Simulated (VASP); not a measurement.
# CaO: single point with PBEsol

Crystal: CaO.

```
Ca O
1.0
     3.99198    0.00000    0.00000
    -1.99599    3.45715    0.00000
     0.00000    0.00000    4.78484
Ca O
2 2
Direct
  0.24294 0.62147 0.75000
  0.57627 0.28814 0.25000
  0.33333 0.66667 0.25000
  0.66667 0.33333 0.75000
```

This cell differs from its parent crystal: all Ca atoms moved +0.312 Å, as atom 1 towards its neighbour atom 4 (O) at 2.305 Å.

```json
{"Program": "VASP 6.6.1", "Task": "single point", "Functional": "PBEsol", "Potentials or basis": "VASP PAW PBE potentials, release 64 (Ca_sv, O)", "Cutoff": "520 eV", "k mesh": "9 × 9 × 6", "Occupations": "gaussian, width 0.05 eV", "Spin": "no spin polarisation"}
```

```
Pressure               : 2.3 GPa
Largest force          : 2.958 eV/Å
Band gap on the k mesh : 3.16 eV
```

Forces on the atoms (eV/Å):
```
Ca   2.561  1.479  0.000
Ca   1.147  0.662  0.000
O   -1.193 -0.689  0.000
O   -2.516 -1.452  0.000
```

Stress tensor (GPa, compression positive):
```
 5.73  1.69  0.00
 1.69  3.78  0.00
 0.00  0.00 -2.51
```

Levels at points of the mesh, in eV from the valence-band top:
```csv
k point,band 14,band 15,band 16,band 17,band 18,band 19
"(0.00, 0.00, 0.00)",-0.77,-0.70,0.00,3.16,6.39,6.80
"(0.00, 0.00, 0.50)",-0.95,-0.82,-0.78,4.96,4.97,7.82
```

It took 72 s on 1 thread of Intel(R) Xeon(R) 6975P-C (Granite Rapids), on a shared host, peak memory 0.26 GiB.

Caveat: the cell differs from its parent crystal (all Ca atoms moved +0.312 Å, as atom 1 towards its neighbour atom 4 (O) at 2.305 Å); the PAW data sets were made with another functional, which shifts forces and pressure a little; an odd mesh through Γ misses points on the zone boundary, where band edges can lie.
